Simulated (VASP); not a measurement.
Input of a VASP 6.6.1 run:

The input INCAR:

```
SYSTEM = Sm3BRh
ALGO     = Normal         ! electronic algorithm
EDIFF    = 1E-6           ! SCF threshold, eV
ENCUT    = 500            ! plane-wave cutoff, eV
GGA      = PE             ! functional
GGA_COMPAT= .FALSE.      
ISIF     = 2              ! what is computed and relaxed
ISMEAR   = 0              ! smearing method
ISPIN    = 2              ! spin polarisation
LASPH    = .TRUE.         ! aspherical terms in the spheres
LCHARG   = .FALSE.        ! write CHGCAR
LMAXMIX  = 6              ! l up to which the mixer works
LORBIT   = 11             ! projections on sites
LREAL    = .FALSE.        ! projectors in reciprocal space
LWAVE    = .FALSE.        ! write WAVECAR
MAGMOM   = 0 0 0 0 1      ! initial moments
NBANDS   = 38             ! bands
NELM     = 200            ! most SCF steps
PREC     = Accurate       ! precision mode
SIGMA    = 0.1            ! smearing width, eV
```

Contents of KPOINTS:

```
k-points
0
G
  4 4 4
  0 0 0
```

File POSCAR:

```
Sm3BRh
1.0
    5.3032210763      0.0000000000      0.0000000000
    0.0000000000      5.3032210763      0.0000000000
    0.0000000000      0.0000000000      5.3032210763
Sm B Rh
3 1 1
Direct
    0.5000000000      0.0000000000      0.0000000000
    0.0000000000      0.5000000000      0.0000000000
    0.0000000000      0.0000000000      0.5000000000
    0.5000000000      0.5000000000      0.5000000000
    0.0000000000      0.0000000000      0.0000000000
```

Potentials or basis: VASP PAW PBE potentials, release 64 (Sm_3, B, Rh_pv), 4f in core.

Command:

```sh
$ cat potpaw_PBE.64/Sm_3/POTCAR potpaw_PBE.64/B/POTCAR potpaw_PBE.64/Rh_pv/POTCAR > POTCAR
$ mpirun -np 1 vasp_std > vasp.out
```

Estimate the net moment.

0.00 μB per cell.

Predict the pressure.

0.5 GPa.

Caveat: the magnetic or orbital state may not be the lowest. The state reached can hang on the start; a lower one may exist.
